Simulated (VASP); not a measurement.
# ScAl2 (R-3m) in VASP: notebook, part 4 of 4

VASP 6.6.1. Earlier steps stand in the parts before.

### 7 Single point, PBEsol (biaxial strain in the a-b plane: +4.0 %)

INCAR

```
SYSTEM = ScAl2
PREC     = Accurate       ! precision mode
ENCUT    = 520            ! plane-wave cutoff, eV
EDIFF    = 1E-6           ! SCF threshold, eV
ISMEAR   = 0              ! smearing method
SIGMA    = 0.1            ! smearing width, eV
LREAL    = .False.        ! projectors in reciprocal space
LASPH    = .True.         ! aspherical terms in the spheres
NELM     = 100            ! most SCF steps
ALGO     = Fast           ! electronic algorithm
ISIF     = 2              ! what is computed and relaxed
LWAVE    = .False.        ! write WAVECAR
LCHARG   = .True.         ! write CHGCAR
GGA      = PS             ! functional
LELF     = .True.         ! ELF
LVHAR    = .True.       
NBANDS   = 26             ! bands
```

KPOINTS

```
regular mesh
0
Gamma
  8 8 8
  0 0 0
```

POSCAR

```
ScAl2
1.0
    0.0000000000      3.9139385172      3.9139385172
    3.9139385172      0.0000000000      3.9139385172
    3.7533666806      3.7533666806      0.1605718366
Sc Al
2 4
Direct
    0.4995462556      0.4995462556      0.5013612332
    0.7504537444      0.7504537444      0.7486387668
    0.1250000000      0.1250000000      0.1250000000
    0.6250000000      0.1250000000      0.1250000000
    0.1250000000      0.6250000000      0.1250000000
    0.1250000000      0.1250000000      0.6250000000
```

Potentials or basis: VASP PAW PBE potentials, release 64 (Sc_sv, Al).

Command:

```sh
$ cat potpaw_PBE.64/Sc_sv/POTCAR potpaw_PBE.64/Al/POTCAR > POTCAR
$ mpirun -np 1 vasp_std > vasp.out
```

OUTCAR:

```text
SYSTEM = ScAl2
   PREC = Accurate
   ENCUT = 520
   EDIFF = 1E-6
   ISMEAR = 0
   LREAL = .False.
   LASPH = .True.
   NELM = 100
   ISIF = 2
   GGA = PS

 ion  position               nearest neighbor table
   1  0.500  0.500  0.501-   4 3.09   5 3.09   3 3.09   2 3.19   5 3.19   4 3.19   3 3.19   3 3.19
                             5 3.19   4 3.19   6 3.24   6 3.24   6 3.24   2 3.36   2 3.36   2 3.36
   2  0.750  0.750  0.749-   4 3.09   5 3.09   3 3.09   1 3.19   4 3.19   5 3.19   3 3.19   3 3.19
                             5 3.19   4 3.19   6 3.24   6 3.24   6 3.24   1 3.36   1 3.36   1 3.36
   3  0.125  0.125  0.125-   6 2.66   6 2.66   4 2.77   5 2.77   5 2.77   4 2.77   1 3.09   2 3.09
                             1 3.19   2 3.19   1 3.19   2 3.19
   4  0.625  0.125  0.125-   6 2.66   6 2.66   5 2.77   3 2.77   5 2.77   3 2.77   1 3.09   2 3.09
                             2 3.19   1 3.19   1 3.19   2 3.19
   5  0.125  0.625  0.125-   6 2.66   6 2.66   3 2.77   4 2.77   3 2.77   4 2.77   1 3.09   2 3.09
                             1 3.19   2 3.19   1 3.19   2 3.19
   6  0.125  0.125  0.625-   4 2.66   5 2.66   5 2.66   4 2.66   3 2.66   3 2.66   1 3.24   2 3.24
                             1 3.24   2 3.24   1 3.24   2 3.24

  LATTYP: Found a trigonal (rhomboedric) cell.
 ALAT       =     5.3104902027
 COS(alpha) =     0.4568012343

  Lattice vectors:

 A1 = (   3.7533666806,  -0.1605718366,  -3.7533666806)
 A2 = (  -0.1605718366,   3.7533666806,  -3.7533666806)
 A3 = (   3.7533666806,   3.7533666806,   0.1605718366)

Analysis of symmetry for initial positions (statically):
=====================================================================
 Subroutine PRICEL returns:
 Original cell was already a primitive cell.

 Routine SETGRP: Setting up the symmetry group for a
 trigonal (rhombohedral) supercell.

 Subroutine GETGRP returns: Found 12 space group operations
 (whereof  6 operations were pure point group operations)
 out of a pool of 12 trial point group operations.

The static configuration has the point symmetry C_3v.
 The point group associated with its full space group is D_3d.
[... 141 lines left out ...]
     AMIX     =   0.40;   BMIX     =  1.00
     AMIX_MAG =   1.60;   BMIX_MAG =  1.00
  volume/ion in A,a.u.               =      18.76       126.57
  Fermi-wavevector in a.u.,A,eV,Ry     =   1.098512  2.075888 16.418553  1.206730
  Thomas-Fermi vector in A             =   2.234891
   LORBIT       =      0    0 simple, 1 ext, 2 COOP (PROOUT), +10 PAW based schemes
   GGA     = PS    functional components
   LHFCALC =     F    Hartree Fock is set to
   AEXX    =    0.0000 exact exchange contribution
   IVDW    =     0    specifies the selected vdW correction
   LEPSILON=     F    determine dielectric tensor
   LRPA    =     F    only Hartree local field effects (RPA)
 non-spin polarized calculation
 RMM-DIIS sequential band-by-band and
 Gauss-broadening in eV      SIGMA  =   0.10
  energy-cutoff  :      520.00
  volume of cell :      112.54
 maximum number of plane-waves:      3046
 NGX is ok and might be reduce to    42

 number of electron      34.0000003 magnetization

 Free energy of the ion-electron system (eV)
  ---------------------------------------------------
  ext. energy  EPLUGINS =         0.00000000
  ---------------------------------------------------
  free energy    TOTEN  =       -32.31777551 eV

  energy without entropy =      -32.29427803  energy(sigma->0) =      -32.30602677

 E-fermi :   6.0926     XC(G=0): -10.2360

 val. band max:        6.0888118846   @ k =   0.3750   0.1250   0.0000
 cond. band min:       6.1003037055   @ k =  -0.2500   0.0000   0.1250
 fundamental gap:      0.0114918209
 Fermi energy:         6.0925701951

 k-point     1 :       0.0000    0.0000    0.0000
  band No.  band energies     occupation
      1     -43.1779      2.00000
      2     -43.1435      2.00000
      3     -21.9505      2.00000
      4     -21.9308      2.00000
      5     -21.9308      2.00000
      6     -21.8518      2.00000
[... 685 lines left out ...]
     25       9.0614      0.00000
     26       9.3922      0.00000

 [... further k-points ...]
[... 5 lines left out ...]
  --------------------------------------------------------------------------------------
  -------------------------------------------------------------------------------------
  Total       -2.8135986     -2.8135986     -2.8135986      1.8485997     -1.8485997     -1.8485997
  in kB      -40.0575373    -40.0575373    -40.0575373     26.3187341    -26.3187341    -26.3187341
  external PRESSURE =     -40.0575373 kB  Pullay stress =       0.0000000 kB

 VOLUME and BASIS-vectors are now :
 -----------------------------------------------------------------------------
  energy-cutoff  :      520.00
  volume of cell :      112.54
      direct lattice vectors                 reciprocal lattice vectors
     0.000000000  3.913938517  3.913938517    -0.130540876  0.124956239  0.130540876
     3.913938517  0.000000000  3.913938517     0.124956239 -0.130540876  0.130540876
     3.753366681  3.753366681  0.160571837     0.136125512  0.136125512 -0.136125512

 POSITION                                       TOTAL-FORCE (eV/Angst)
 -----------------------------------------------------------------------------------
      3.83699      3.83699      3.99089         0.009589      0.009589     -0.009589
      5.74715      5.74715      5.99467        -0.009589     -0.009589      0.009589
      0.95841      0.95841      0.99856        -0.000000     -0.000000      0.000000
      0.95841      2.91538      2.95553        -0.000000      0.000000      0.000000
      2.91538      0.95841      2.95553         0.000000     -0.000000      0.000000
      2.83510      2.83510      1.07884        -0.000000     -0.000000      0.000000
 -----------------------------------------------------------------------------------
    total drift:                               -0.000000     -0.000000      0.000000

  FREE ENERGIE OF THE ION-ELECTRON SYSTEM (eV)
  ---------------------------------------------------
  free  energy   TOTEN  =       -32.3177755097 eV

  energy  without entropy=      -32.2942780317  energy(sigma->0) =      -32.30602677
```

OSZICAR:

```text
N       E                     dE             d eps       ncg     rms          rms(c)
DAV:   1     0.384879368943E+03    0.38488E+03   -0.14386E+04  3412   0.120E+03
DAV:   2    -0.484402085732E+01   -0.38972E+03   -0.37987E+03  4284   0.457E+02
DAV:   3    -0.348554283539E+02   -0.30011E+02   -0.28852E+02  5546   0.136E+02
DAV:   4    -0.358898486209E+02   -0.10344E+01   -0.95219E+00  5576   0.204E+01
DAV:   5    -0.359139960928E+02   -0.24147E-01   -0.24084E-01  5448   0.325E+00    0.997E+00
RMM:   6    -0.322548443292E+02    0.36592E+01   -0.12580E+01  4265   0.245E+01    0.277E+00
RMM:   7    -0.323880052301E+02   -0.13316E+00   -0.26254E+00  4803   0.806E+00    0.171E+00
RMM:   8    -0.323354585592E+02    0.52547E-01   -0.26054E-01  4353   0.456E+00    0.125E+00
RMM:   9    -0.323168037782E+02    0.18655E-01   -0.19467E-01  4663   0.350E+00    0.446E-01
RMM:  10    -0.323188527725E+02   -0.20490E-02   -0.53799E-02  5155   0.132E+00    0.260E-01
RMM:  11    -0.323181550913E+02    0.69768E-03   -0.10023E-02  5178   0.647E-01    0.132E-01
RMM:  12    -0.323177789089E+02    0.37618E-03   -0.23462E-03  5248   0.307E-01    0.981E-02
RMM:  13    -0.323177616468E+02    0.17262E-04   -0.73664E-04  5448   0.172E-01    0.208E-02
RMM:  14    -0.323177731083E+02   -0.11462E-04   -0.13199E-04  5266   0.613E-02    0.202E-02
RMM:  15    -0.323177770748E+02   -0.39664E-05   -0.36774E-05  4674   0.394E-02    0.281E-02
RMM:  16    -0.323177752623E+02    0.18124E-05   -0.14079E-05  4223   0.231E-02    0.176E-02
RMM:  17    -0.323177755097E+02   -0.24735E-06   -0.57332E-06  3871   0.157E-02
   1 F= -.32317776E+02 E0= -.32306027E+02  d E =-.234975E-01
```

It took 5.1 min on 1 thread of Intel Xeon Platinum 8259CL at 2.50GHz (Skylake/Cascade Lake), shared host; peak memory 0.34 GiB.

What came out:

| Quantity | Value |
| --- | --- |
| Free energy | -32.3178 eV |
| Pressure | -4.0 GPa |
| Largest force | 0.017 eV/Å |
| Band gap on the k mesh | zero (band 17 reaches 6.68 eV, above the bottom of band 18 at 4.47 eV) |

Forces on the atoms (eV/Å):
```
Sc   0.010  0.010 -0.010
Sc  -0.010 -0.010  0.010
Al   0.000  0.000  0.000
Al   0.000  0.000  0.000
Al   0.000  0.000  0.000
Al   0.000  0.000  0.000
```

Stress tensor (GPa, compression positive):
```
-4.01  2.63 -2.63
 2.63 -4.01 -2.63
-2.63 -2.63 -4.01
```

Caveat: the cell differs from its parent crystal (biaxial strain in the a-b plane: +4.0 %); the PAW data sets were made with another functional, which shifts forces and pressure a little.

### 8 Summary

| cell | further INCAR settings | gap on the mesh (eV) | pressure (GPa) | largest force (eV/Å) |
| --- | --- | --- | --- | --- |
| a = 5.642, b = 5.642, c = 5.343 Å, angles 58.1, 58.1, 60.0°, 6 atoms | ALGO = Fast; EDIFF = 1e-07; NBANDS = 26 | none | -6.2 | - |
| a = 5.003, b = 5.003, c = 5.349 Å, angles 62.1, 62.1, 60.0°, 6 atoms | ALGO = Fast; EDIFF = 1e-06; NBANDS = 26 | none | 11.4 | 0.09 |
| a = 5.003, b = 5.003, c = 5.359 Å, angles 62.2, 62.2, 60.0°, 6 atoms | ALGO = Fast; EDIFF = 1e-06; NBANDS = 26 | none | 10.8 | 0.01 |
| a = 5.109, b = 5.109, c = 5.339 Å, angles 61.4, 61.4, 60.0°, 6 atoms | ALGO = Fast; EDIFF = 1e-06; NBANDS = 26 | none | 6.8 | 0.07 |
| a = 5.535, b = 5.535, c = 5.310 Å, angles 58.6, 58.6, 60.0°, 6 atoms | ALGO = Fast; EDIFF = 1e-06; NBANDS = 26 | none | -4.0 | 0.02 |

Some of these runs hold the atoms at other places in the same cell, which the table doesn't show; runs alike in all that it shows share one row.

Alike in all rows: task single point; level PBEsol; potentials or basis VASP PAW PBE potentials, release 64 (Sc_sv, Al); no spin polarisation; k mesh 8 × 8 × 8; cutoff (eV) 520; smearing gaussian 0.1 eV.

Caveats: the PAW data sets were made with another functional, which shifts forces and pressure a little.

Total energies depend on the potentials used, so only differences within one code and one set of settings carry meaning.
